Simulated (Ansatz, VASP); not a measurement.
# One calculation of Be2C, two programs

File POSCAR:

```
Be2C
1.0
    0.0000000000      2.1650000000      2.1650000000
    2.1650000000      0.0000000000      2.1650000000
    2.1650000000      2.1650000000      0.0000000000
Be C
2 1
Direct
    0.2500000000      0.2500000000      0.2500000000
    0.7500000000      0.7500000000      0.7500000000
    0.0000000000      0.0000000000      0.0000000000
```

The input INCAR.step1:

```
SYSTEM = Be2C
PREC = Accurate
ENCUT = 660
ISMEAR = -1
SIGMA = 0.1
LREAL = .False.
LASPH = .True.
NELM = 120
GGA = PE
ALGO = Normal
EDIFF = 1E-5
LWAVE = .True.
LCHARG = .False.
GGA_COMPAT = .False.
IBRION = 2
ISIF = 3
EDIFFG = -0.005
NELMIN = 4
NSW = 100
```

The input INCAR.step2:

```
SYSTEM = Be2C
PREC = Accurate
ENCUT = 660
EDIFF = 1E-7
ISMEAR = -1
SIGMA = 0.1
LREAL = .False.
LASPH = .True.
NELM = 120
ALGO = Normal
ISIF = 3
LWAVE = .False.
LCHARG = .False.
METAGGA = R2SCAN
LMIXTAU = .True.
IBRION = 2
NSW = 100
EDIFFG = -0.002
ISTART = 1
GGA_COMPAT = .False.
NELMIN = 4
```

The input KPOINTS:

```
regular mesh
0
Gamma
  12 12 12
  0 0 0
```

Input for Ansatz:

```yaml
crystal:
  lattice:
    - [0.0, 2.165, 2.165]
    - [2.165, 0.0, 2.165]
    - [2.165, 2.165, 0.0]
  atoms:
    - { symbol: Be, position: [0.25, 0.25, 0.25] }
    - { symbol: Be, position: [0.75, 0.75, 0.75] }
    - { symbol: C, position: [0.0, 0.0, 0.0] }
kpoints:
  mp_grid: { grid: [12, 12, 12] }
scf:
  occupations: { method: fermi_dirac, width: 0.1 }
hamiltonian:
  xc: r2scan
  pseudopotentials: { kind: paw }
relax:
  f_tol: 0.002
  max_steps: 80
  cell: {}
output:
  forces: true
  stress: true
```

Alike in both runs: task relaxation of cell and atoms; functional r2SCAN; k mesh 12 × 12 × 12; occupations fermi-dirac, width 0.1 eV; no spin polarisation.

```csv
,VASP,Ansatz
version,VASP 6.6.1,Ansatz 0.2.0
potentials or method,"VASP PAW PBE potentials, release 64 (Be, C)","PAW with Ansatz's default frozen-core files, scalar-relativistic"
plane-wave cutoff (eV),660,500
valence electrons in the cell,8,8
```

```csv
,VASP,Ansatz,Ansatz less VASP
relaxed volume (Å³/atom),6.75,6.72,-0.027
relaxed cell length with the largest relative difference (Å),3.059,3.055,-0.0040
```

VASP's potentials were made for PBE, not for r2SCAN.
